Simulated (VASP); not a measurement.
Here is a VASP 6.6.1 calculation.

INCAR

```
PREC = Accurate
ENCUT = 600
EDIFF = 1E-6
ISMEAR = 0
SIGMA = 0.1
LREAL = False
LASPH = True
NELM = 100
ALGO = Normal
ISIF = 3
LWAVE = False
LCHARG = False
GGA = PE
IBRION = 2
NSW = 90
EDIFFG = -0.04
```

KPOINTS

```
Automatic mesh
0
Gamma
  6 6 2
```

The input POSCAR:

```
KC
1.0
    4.2508900900      0.0000000000      0.0000000000
   -2.1254450500      3.6813788100      0.0000000000
    0.0000000000      0.0000000000      9.7003979300
K C
2 2
Direct
    0.0000000000      0.0000000000      0.0000000000
    0.0000000000      0.0000000000      0.5000000000
    0.0000000000      0.0000000000      0.7812536000
    0.0000000000      0.0000000000      0.2187464000
```

Potentials or basis: VASP PAW PBE potentials, release 64 (K_sv, C).

The run is started by

```sh
$ cat potpaw_PBE.64/K_sv/POTCAR potpaw_PBE.64/C/POTCAR > POTCAR
$ mpirun -np 1 vasp_std > vasp.out
```

Question: What does it give for the relaxed volume?

Answer: 24.26 Å³/atom.

Question: Predict the band gap on the k mesh.

Answer: Zero (bands 13 and 14 overlap by 1.61 eV).

Question: Estimate the relaxed cell.

Answer: a = 3.276 Å, b = 3.276 Å, c = 10.443 Å, α = 90.00°, β = 90.00°, γ = 120.00°.

Forces on the atoms (eV/Å):
```
K    0.000  0.000  0.000
K    0.000  0.000  0.000
C    0.000  0.000 -0.029
C    0.000  0.000  0.029
```

Caveat: the volume moved by over 15 % at a fixed basis, so the end points are rough.
